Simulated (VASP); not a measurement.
Crystal: S.

```
S
1.0
     0.00000    2.04083    2.04083
     2.04083    0.00000    2.04083
     2.04083    2.04083    0.00000
S
1
Direct
  0.00000 0.00000 0.00000
```

| Property | Result |
| --- | --- |
| Program | VASP 6.6.1 |
| Task | relaxation of cell and atoms |
| Functional | PBE |
| Potentials or basis | VASP PAW PBE potentials, release 64 (S) |
| Cutoff | 600 eV |
| k mesh | 17 × 17 × 17 |
| Occupations | fermi-dirac, width 0.1 eV |
| Spin | no spin polarisation |

At the start: pressure -4.6 GPa; volume 17.00 Å³/atom.

**Question.** How do energy, volume and symmetry change on relaxing?

**Answer.** Over 3 steps the energy falls by 16.9 meV/atom and the volume is 15.88 Å³/atom (-6.6 %); space group Fm-3m (No. 225, to 0.05 Å).

Step by step:
| step | energy change (eV) | largest force (eV/Å) | pressure (GPa) | volume (Å³) |
| --- | --- | --- | --- | --- |
| 1 | 0.0000 | 0.0000 | -4.56 | 17.00 |
| 2 | -0.0169 | 0.0000 | 0.22 | 15.84 |
| 3 | -0.0169 | 0.0000 | 0.00 | 15.88 |

Final structure:
```
S
1.0
     0.00000    1.99503    1.99503
     1.99503    0.00000    1.99503
     1.99503    1.99503    0.00000
S
1
Direct
  0.00000 0.00000 0.00000
```
